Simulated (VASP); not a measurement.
Here is a VASP 6.6.1 calculation.

File INCAR:

```
SYSTEM = WS
PREC     = Accurate       ! precision mode
ENCUT    = 600            ! plane-wave cutoff, eV
EDIFF    = 1E-6           ! SCF threshold, eV
ISMEAR   = -1             ! smearing method
SIGMA    = 0.05           ! smearing width, eV
LREAL    = .FALSE.        ! projectors in reciprocal space
LASPH    = .TRUE.         ! aspherical terms in the spheres
NELM     = 60             ! most SCF steps
ALGO     = Normal         ! electronic algorithm
ISIF     = 3              ! what is computed and relaxed
LWAVE    = .FALSE.        ! write WAVECAR
LCHARG   = .FALSE.        ! write CHGCAR
GGA      = RE             ! functional
IVDW     = 13             ! dispersion correction
IBRION   = 2              ! ionic algorithm
NSW      = 60             ! ionic steps
EDIFFG   = -0.01          ! ionic threshold
```

File KPOINTS:

```
Automatic mesh
0
G
  9 9 9
  0 0 0
```

File POSCAR:

```
WS
1.0
    3.0078900000      0.0000000000      0.0000000000
    0.0000000000      3.0078900000      0.0000000000
    0.0000000000      0.0000000000      3.0078900000
W S
1 1
Direct
    0.5000000000      0.5000000000      0.5000000000
    0.0000000000      0.0000000000      0.0000000000
```

Potentials or basis: VASP PAW PBE potentials, release 64 (W_sv, S).

Launch:

```console
$ cat potpaw_PBE.64/W_sv/POTCAR potpaw_PBE.64/S/POTCAR > POTCAR
$ mpirun -np 1 vasp_std > vasp.out
```

Q: Predict the relaxed volume.

A: 13.12 Å³/atom.

Q: Predict the space group after relaxing (to 0.05 Å).

A: Pm-3m (No. 221).

Q: What does it give for the dispersion energy per atom?

A: -1.076 eV.

Q: Predict the band gap on the k mesh.

A: Zero (band 10 reaches 15.21 eV, above the bottom of band 11 at 12.56 eV).

The path:
```tsv
step	energy change (eV)	largest force (eV/Å)	pressure (GPa)	volume (Å³)
1	0.0000	0.0000	-9.00	27.21
2	0.1070	0.0000	24.32	24.31
3	-0.0285	0.0000	-0.26	26.26
4	-0.0286	0.0000	-0.06	26.23
```

Caveat: the PAW data sets were made with another functional, which shifts forces and pressure a little; spin-orbit coupling is left out, which moves the levels of the heavy elements; pairwise dispersion overbinds metals, which lowers pressure and volume.
